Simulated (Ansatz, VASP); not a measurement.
**Two plane-wave programs on Hf**

```
Hf
1.0
     5.08782    0.00000    0.00000
    -2.54391    4.40618    0.00000
     0.00000    0.00000    2.77882
Hf
2
Cartesian
  0.0000 2.9375 0.0000
  2.5439 1.4687 0.0000
```

Alike in both runs: functional PBE; k mesh 12 × 12 × 20; occupations gaussian, width 0.1 eV; no spin polarisation.

Ansatz relaxed the structure, and its values are those at the end. VASP's run is a single point on that final structure, the one shown.

|  | VASP | Ansatz |
| --- | --- | --- |
| version | VASP 6.6.1 | Ansatz 0.2.0 |
| potentials or method | VASP PAW PBE potentials, release 64 (Hf_pv), cutoff 520 eV | scalar-relativistic, plane waves, PAW |
| valence electrons in the cell | 20 | 52 |

Ansatz gave:

| Quantity | Value |
| --- | --- |
| gap on the k mesh at the Fermi level (eV) | none |
| pressure (GPa) | 0.0 |

**Question.** What did VASP give for the same quantities?

**Answer.** gap on the k mesh at the Fermi level (eV): none; pressure (GPa): -0.2.

A gap of «none» marks a metal or a gap that the smearing closes. VASP's potentials hold 20 valence electrons a cell and Ansatz's 52, so a difference there can come from the potentials and not from the codes.

Spin-orbit coupling is off throughout.
